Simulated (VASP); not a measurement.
Write the native input for VASP 6.6.1 that does the following.

- Task: single point
- Functional: PBE
- Dispersion: D3(BJ)
- Potentials or basis: VASP PAW PBE potentials, release 64 (I, Cu)
- Cutoff: 520 eV
- k mesh: 8 × 8 × 8
- Occupations: gaussian, width 0.01 eV
- Spin: no spin polarisation
- Hubbard terms: Cu d U = 3.5 eV
- Dipole correction: no
- Further INCAR settings: ALGO = Normal; EDIFF = 1e-06; NBANDS = 16

The structure of CuI (Marshite) lies in POSCAR:

```
CuI
1.0
    0.0000000000      3.0515767440      3.0515767440
    3.0515767440      0.0000000000      3.0515767440
    3.0515767440      3.0515767440      0.0000000000
I Cu
1 1
Direct
    0.0000000000      0.0000000000      0.0000000000
    0.7500000000      0.7500000000      0.7500000000
```

This cell differs from its parent crystal: volume scaled by 1.02.

The input as run:

INCAR

```
PREC     = Accurate       # precision mode
ENCUT    = 520            # plane-wave cutoff, eV
EDIFF    = 1E-6           # SCF threshold, eV
ISMEAR   = 0              # smearing method
SIGMA    = 0.01           # smearing width, eV
LREAL    = False          # projectors in reciprocal space
LASPH    = True           # aspherical terms in the spheres
NELM     = 150            # most SCF steps
ALGO     = Normal         # electronic algorithm
ISIF     = 2              # what is computed and relaxed
LWAVE    = False          # write WAVECAR
LCHARG   = False          # write CHGCAR
LMAXMIX  = 4              # l up to which the mixer works
LDAU     = True           # DFT+U
LDAUTYPE = 2            
LDAUL    = -1 2           # shell
LDAUU    = 0 3.5          # U, eV
LDAUJ    = 0 0          
LDAUPRINT= 1            
GGA      = PE             # functional
IVDW     = 12             # dispersion correction
NBANDS   = 16             # bands
```

KPOINTS

```
regular mesh
0
Gamma
  8 8 8
```

Potentials or basis: VASP PAW PBE potentials, release 64 (I, Cu).

Run with:

```bash
$ cat potpaw_PBE.64/I/POTCAR potpaw_PBE.64/Cu/POTCAR > POTCAR
$ mpirun -np 1 vasp_std > vasp.out
```

It gave:

* Pressure: -2.1 GPa
* Band gap on the k mesh: 1.65 eV, direct
* Dispersion energy per atom: -0.334 eV

Caveat: spin-orbit coupling is left out, which moves the levels of the heavy elements.

Wall time 22 s on 1 thread of Intel Xeon 6975P-C, on a shared host, peak memory 0.19 GiB.
